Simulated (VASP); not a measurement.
Input of a VASP 6.6.1 run:

INCAR

```
SYSTEM = Re
PREC     = Accurate       ! precision mode
ENCUT    = 600            ! plane-wave cutoff, eV
EDIFF    = 1E-6           ! SCF threshold, eV
ISMEAR   = -1             ! smearing method
SIGMA    = 0.05           ! smearing width, eV
LREAL    = .FALSE.        ! projectors in reciprocal space
LASPH    = .TRUE.         ! aspherical terms in the spheres
NELM     = 100            ! most SCF steps
ALGO     = Normal         ! electronic algorithm
ISIF     = 3              ! what is computed and relaxed
LWAVE    = .FALSE.        ! write WAVECAR
LCHARG   = .FALSE.        ! write CHGCAR
GGA      = CA             ! functional
IBRION   = 2              ! ionic algorithm
NSW      = 60             ! ionic steps
EDIFFG   = -0.005         ! ionic threshold
```

KPOINTS

```
Automatic mesh
0
G
  18 18 18
  0 0 0
```

The input POSCAR:

```
Re
1.0
    0.0000000000      1.9280241441      1.9280241441
    1.9280241441      0.0000000000      1.9280241441
    1.9280241441      1.9280241441      0.0000000000
Re
1
Direct
    0.0000000000      0.0000000000      0.0000000000
```

Potentials or basis: VASP PAW LDA potentials, release 64 (Re).

Run with:

```sh
$ cat potpaw_LDA.64/Re/POTCAR > POTCAR
$ mpirun -np 1 vasp_std > vasp.out
```

Problem. Predict the space group after relaxing (to 0.05 Å).

Solution. Fm-3m (No. 225).

Problem. Estimate the relaxed volume.

Solution. 14.44 Å³/atom.

Problem. Estimate the relaxed cell.

Solution. a = 2.733 Å, b = 2.733 Å, c = 2.733 Å, α = 60.00°, β = 60.00°, γ = 60.00°.

The path:
| step | energy change (eV) | largest force (eV/Å) | pressure (GPa) | volume (Å³) |
| --- | --- | --- | --- | --- |
| 1 | 0.0000 | 0.0000 | 3.04 | 14.33 |
| 2 | 0.0172 | 0.0000 | -12.12 | 14.91 |
| 3 | -0.0010 | 0.0000 | -0.04 | 14.44 |
